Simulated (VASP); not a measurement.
# CuI (Marshite) (F-43m) in VASP: a series of runs, part 2 of 2

VASP 6.6.1. Earlier steps stand in the parts before.

## (4) Single point, r2SCAN

POSCAR reads:

```
CuI
1.0
    0.0000000000      3.0315000000      3.0315000000
    3.0315000000      0.0000000000      3.0315000000
    3.0315000000      3.0315000000      0.0000000000
Cu I
1 1
Direct
    0.2500000000      0.2500000000      0.2500000000
    0.0000000000      0.0000000000      0.0000000000
```

INCAR.step1 reads:

```
PREC = Accurate ; ENCUT = 520
ISMEAR = 1 ; SIGMA = 0.1
LREAL = F ; LASPH = T
NELM = 80 ; NBANDS = 16
GGA = PE ; ALGO = Normal
EDIFF = 1E-4 ; LWAVE = T
LCHARG = F
```

INCAR.step2 reads:

```
PREC = Accurate ; ENCUT = 520
EDIFF = 1E-6 ; ISMEAR = 1
SIGMA = 0.1 ; LREAL = F
LASPH = T ; NELM = 80
ALGO = Normal ; ISIF = 2
LWAVE = F ; LCHARG = F
METAGGA = R2SCAN ; LMIXTAU = T
NBANDS = 16 ; ISTART = 1
```

KPOINTS reads:

```
Automatic mesh
0
Gamma
  6 6 6
```

Potentials or basis: VASP PAW PBE potentials, release 64 (Cu, I).

The run is started by

```
cat potpaw_PBE.64/Cu/POTCAR potpaw_PBE.64/I/POTCAR > POTCAR
cp INCAR.step1 INCAR
mpirun -np 1 vasp_std > vasp.out
cp INCAR.step2 INCAR
mpirun -np 1 vasp_std > vasp.out
```

OUTCAR:

```text
PREC = Accurate
   ENCUT = 520
   EDIFF = 1E-6
   ISMEAR = 1
   LREAL = F
   LASPH = T
   NELM = 80
   ISIF = 2
   METAGGA = R2SCAN
   ISTART = 1

 ion  position               nearest neighbor table
   1  0.250  0.250  0.250-   2 2.63   2 2.63   2 2.63   2 2.63
   2  0.000  0.000  0.000-   1 2.63   1 2.63   1 2.63   1 2.63

  LATTYP: Found a face centered cubic cell.
 ALAT       =     6.0630000000

  Lattice vectors:

 A1 = (   0.0000000000,   3.0315000000,   3.0315000000)
 A2 = (   3.0315000000,   0.0000000000,   3.0315000000)
 A3 = (   3.0315000000,   3.0315000000,   0.0000000000)

Analysis of symmetry for initial positions (statically):
=====================================================================
 Subroutine PRICEL returns:
 Original cell was already a primitive cell.

 Routine SETGRP: Setting up the symmetry group for a
 face centered cubic supercell.

 Subroutine GETGRP returns: Found 24 space group operations
 (whereof 24 operations were pure point group operations)
 out of a pool of 48 trial point group operations.

The static configuration has the point symmetry T_d .

Analysis of symmetry for dynamics (positions and initial velocities):
=====================================================================
 Subroutine PRICEL returns:
 Original cell was already a primitive cell.

 Routine SETGRP: Setting up the symmetry group for a
 face centered cubic supercell.

 Subroutine GETGRP returns: Found 24 space group operations
 (whereof 24 operations were pure point group operations)
 out of a pool of 48 trial point group operations.

The dynamic configuration has the point symmetry T_d .

 Subroutine INISYM returns: Found 24 space group operations
 (whereof 24 operations are pure point group operations),
 and found     1 'primitive' translations

----------------------------------------------------------------------------------------

                                     Primitive cell

  volume of cell :      55.7189

  direct lattice vectors                    reciprocal lattice vectors
     0.000000000  3.031500000  3.031500000    -0.164934851  0.164934851  0.164934851
     3.031500000  0.000000000  3.031500000     0.164934851 -0.164934851  0.164934851
     3.031500000  3.031500000  0.000000000     0.164934851  0.164934851 -0.164934851

  length of vectors
     4.287188414  4.287188414  4.287188414     0.285675541  0.285675541  0.285675541

  position of ions in fractional coordinates (direct lattice)
     0.250000000  0.250000000  0.250000000
     0.000000000  0.000000000  0.000000000

  ion indices of the primitive-cell ions
   primitive index   ion index
                 1           1
                 2           2

----------------------------------------------------------------------------------------

 KPOINTS: Automatic mesh

Automatic generation of k-mesh.
 Grid dimensions read from file:
 generate k-points for:    6    6    6

 Generating k-lattice:

  Cartesian coordinates                     Fractional coordinates (reciprocal lattice)
    -0.027489142  0.027489142  0.027489142     0.166666667  0.000000000  0.000000000
     0.027489142 -0.027489142  0.027489142     0.000000000  0.166666667  0.000000000
     0.027489142  0.027489142 -0.027489142     0.000000000  0.000000000  0.166666667

  Length of vectors
     0.047612590  0.047612590  0.047612590

  Shift w.r.t. Gamma in fractional coordinates (k-lattice)
     0.000000000  0.000000000  0.000000000

 Subroutine IBZKPT returns following result:
 ===========================================

 Found     16 irreducible k-points:

 Following reciprocal coordinates:
            Coordinates               Weight
  0.000000  0.000000  0.000000      1.000000
  0.166667  0.000000  0.000000      8.000000
  0.333333  0.000000  0.000000      8.000000
  0.500000  0.000000  0.000000      4.000000
  0.166667  0.166667  0.000000      6.000000
  0.333333  0.166667  0.000000     24.000000
[... 8 lines left out ...]
 -0.333333  0.333333  0.166667     24.000000
 -0.333333  0.500000  0.166667     12.000000
   k-points           NKPTS =     16   k-points in BZ     NKDIM =     16   number of bands    NBANDS=     16
   number of dos      NEDOS =    301   number of ions     NIONS =      2
   total plane-waves  NPLWV =  32768
   dimension x,y,z NGX =    32 NGY =   32 NGZ =   32
   dimension x,y,z NGXF=    64 NGYF=   64 NGZF=   64
   ions per type =               1   1
   NGX,Y,Z   is equivalent  to a cutoff of  12.41, 12.41, 12.41 a.u.
   NGXF,Y,Z  is equivalent  to a cutoff of  24.82, 24.82, 24.82 a.u.
 SYSTEM =  unknown system
   PREC   = accura    normal or accurate (medium, high low for compatibility)
   ISTART =      1    job   : 0-new  1-cont  2-samecut
   ICHARG =      0    charge: 1-file 2-atom 10-const
   ISPIN  =      1    spin polarized calculation?
   LNONCOLLINEAR =      F non collinear calculations
   LSORBIT =      F    spin-orbit coupling
   LASPH  =      T    aspherical Exc in radial PAW
   ENCUT  =  520.0 eV  38.22 Ry    6.18 a.u.   7.97  7.97  7.97*2*pi/ulx,y,z
   NELM   =     80;   NELMIN=  2; NELMDL=  0     # of ELM steps
   EDIFF  = 0.1E-05   stopping-criterion for ELM
   LREAL  =      F    real-space projection
   EDIFFG = 0.1E-04   stopping-criterion for IOM
   NSW    =      0    number of steps for IOM
   IBRION =     -1    ionic relax: 0-MD 1-quasi-New 2-CG
   NFREE  =      0    steps in history (QN), initial steepest desc. (CG)
   ISIF   =      2    stress and relaxation
   ISYM   =      2    0-nonsym 1-usesym 2-fastsym
   POTIM  = 0.5000    time-step for ionic-motion
   TEBEG  =    0.0;   TEEND  =   0.0 temperature during run
   PSTRESS=    0.0 pullay stress
   NELECT =      18.0000    total number of electrons
   NUPDOWN=      -1.0000    fix difference up-down
   EMIN   =  10.00;   EMAX   =-10.00  energy-range for DOS
   EFERMI =   0.00;   METHOD = LEGACY
   ISMEAR =     1;   SIGMA  =   0.10  broadening in eV -4-tet -1-fermi 0-gaus
   EFERMI_NEDOS =   21; number of points for ismear=-14 and -15
   IALGO  =     38    algorithm
   IMIX   =      4    mixing-type and parameters
     AMIX     =   0.40;   BMIX     =  1.00
     AMIX_MAG =   1.60;   BMIX_MAG =  1.00
  volume/ion in A,a.u.               =      27.86       188.00
  Fermi-wavevector in a.u.,A,eV,Ry     =   1.123306  2.122741 17.168055  1.261816
  Thomas-Fermi vector in A             =   2.259971
   LORBIT       =      0    0 simple, 1 ext, 2 COOP (PROOUT), +10 PAW based schemes
   METAGGA = R2SCAN    functional components
   LHFCALC =     F    Hartree Fock is set to
   AEXX    =    0.0000 exact exchange contribution
   IVDW    =     0    specifies the selected vdW correction
   LEPSILON=     F    determine dielectric tensor
   LRPA    =     F    only Hartree local field effects (RPA)
 non-spin polarized calculation
 Methfessel and Paxton  Order N= 1 SIGMA  =   0.10
  energy-cutoff  :      520.00
  volume of cell :       55.72
 maximum number of plane-waves:      1524
   NGX = 15   NGY = 15   NGZ = 15

 number of electron      18.0000015 magnetization

 Free energy of the ion-electron system (eV)
  ---------------------------------------------------
  ext. energy  EPLUGINS =         0.00000000
  ---------------------------------------------------
  free energy    TOTEN  =       -35.79095198 eV

  energy without entropy =      -35.79104281  energy(sigma->0) =      -35.79098226

 E-fermi :   4.3428     XC(G=0):  -9.4492

 val. band max:        4.2594552836   @ k =   0.0000   0.0000   0.0000
 cond. band min:       5.8736164409   @ k =   0.0000   0.0000   0.0000
 fundamental gap:      1.6141611572
 Fermi energy:         4.3428403824

 k-point     1 :       0.0000    0.0000    0.0000
  band No.  band energies     occupation
      1     -10.2642      2.00000
      2       0.4598      2.00000
      3       0.4598      2.00000
      4       0.4598      2.00000
      5       2.4261      2.00000
      6       2.4261      2.00000
[... 8 lines left out ...]
     15      14.2539      0.00000
     16      14.2539      0.00000
[... 267 lines left out ...]
 k-point    16 :      -0.3333    0.5000    0.1667
  band No.  band energies     occupation
      1      -9.4842      2.00000
      2      -1.2093      2.00000
      3      -0.2107      2.00000
      4       0.2486      2.00000
      5       2.3699      2.00000
      6       2.3738      2.00000
[... 8 lines left out ...]
     15      16.2836      0.00000
     16      16.9420      0.00000

------------------------ aborting loop because EDIFF is reached ----------------------------------------

  FORCE on cell =-STRESS in cart. coord.  units (eV):
  Direction    XX          YY          ZZ          XY          YZ          ZX
  --------------------------------------------------------------------------------------
  -------------------------------------------------------------------------------------
  Total       -0.2975165     -0.2975165     -0.2975165     -0.0000000      0.0000000     -0.0000000
  in kB       -8.5549791     -8.5549791     -8.5549791     -0.0000000      0.0000000     -0.0000000
  external PRESSURE =      -8.5549791 kB  Pullay stress =       0.0000000 kB

 VOLUME and BASIS-vectors are now :
 -----------------------------------------------------------------------------
  energy-cutoff  :      520.00
  volume of cell :       55.72
      direct lattice vectors                 reciprocal lattice vectors
     0.000000000  3.031500000  3.031500000    -0.164934851  0.164934851  0.164934851
     3.031500000  0.000000000  3.031500000     0.164934851 -0.164934851  0.164934851
     3.031500000  3.031500000  0.000000000     0.164934851  0.164934851 -0.164934851

 POSITION                                       TOTAL-FORCE (eV/Angst)
 -----------------------------------------------------------------------------------
      1.51575      1.51575      1.51575        -0.000000      0.000000     -0.000000
      0.00000      0.00000      0.00000         0.000000     -0.000000      0.000000
 -----------------------------------------------------------------------------------
    total drift:                               -0.000008     -0.000008     -0.000008

  FREE ENERGIE OF THE ION-ELECTRON SYSTEM (eV)
  ---------------------------------------------------
  free  energy   TOTEN  =       -35.7909519766 eV

  energy  without entropy=      -35.7910428132  energy(sigma->0) =      -35.79098226
```

OUTCAR.step1:

```text
PREC = Accurate
   ENCUT = 520
   ISMEAR = 1
   LREAL = F
   LASPH = T
[... 513 lines left out ...]
 -----------------------------------------------------------------------------------
      1.51575      1.51575      1.51575         0.000000      0.000000      0.000000
      0.00000      0.00000      0.00000        -0.000000     -0.000000     -0.000000
 -----------------------------------------------------------------------------------
    total drift:                                0.000000      0.000000      0.000000

  FREE ENERGIE OF THE ION-ELECTRON SYSTEM (eV)
  ---------------------------------------------------
  free  energy   TOTEN  =        -5.5596690991 eV

  energy  without entropy=       -5.5597598267  energy(sigma->0) =       -5.55969934
```

Run time: 35 s. Hardware: 1 thread of Intel Xeon Platinum 8488C (Sapphire Rapids), shared host; peak memory 0.19 GiB.

What came out:

| Quantity | Value |
| --- | --- |
| Free energy | -35.7910 eV |
| Pressure | -0.9 GPa |
| Band gap on the k mesh | 1.61 eV, direct |

Levels at points of the mesh, in eV from the valence-band top:
| k point | band 5 | band 6 | band 7 | band 8 | band 9 | band 10 | band 11 | band 12 | band 13 | band 14 |
| --- | --- | --- | --- | --- | --- | --- | --- | --- | --- | --- |
| (0.00, 0.00, 0.00) | -1.83 | -1.83 | 0.00 | 0.00 | 0.00 | 1.61 | 5.24 | 5.24 | 5.24 | 8.65 |
| (0.50, 0.00, 0.00) | -1.81 | -1.81 | -1.77 | -0.71 | -0.71 | 2.55 | 5.75 | 5.75 | 7.71 | 9.67 |
| (0.50, 0.50, 0.00) | -1.87 | -1.76 | -1.74 | -1.50 | -1.50 | 2.94 | 3.18 | 9.79 | 10.40 | 10.41 |

Caveat: the PAW data sets were made with another functional, which shifts forces and pressure a little; spin-orbit coupling is left out, which moves the levels of the heavy elements. r2SCAN opens gaps a little over a GGA but as a rule still falls short of measured ones.

## (5) Overview

```tsv
level	gap on the mesh (eV)	pressure (GPa)
PBEsol	1.03	-2.5
BLYP	1.22	3.8
r2SCAN	1.61	-0.9
```

Alike in all rows: task single point; potentials or basis VASP PAW PBE potentials, release 64 (Cu, I); no spin polarisation; cell as given; k mesh 6 × 6 × 6; cutoff (eV) 520; smearing methfessel-paxton 0.1 eV.

On the cell as given the gap runs from 1.03 eV (PBEsol) to 1.61 eV (r2SCAN). The pressure there spans -2.5 GPa (PBEsol) to 3.8 GPa (BLYP); a positive pressure means that this level wants a larger cell, a negative one a smaller.

Caveats: the PAW data sets were made with another functional, which shifts forces and pressure a little; spin-orbit coupling is left out, which moves the levels of the heavy elements.

Absolute energies hang on the potentials; compare differences alone.
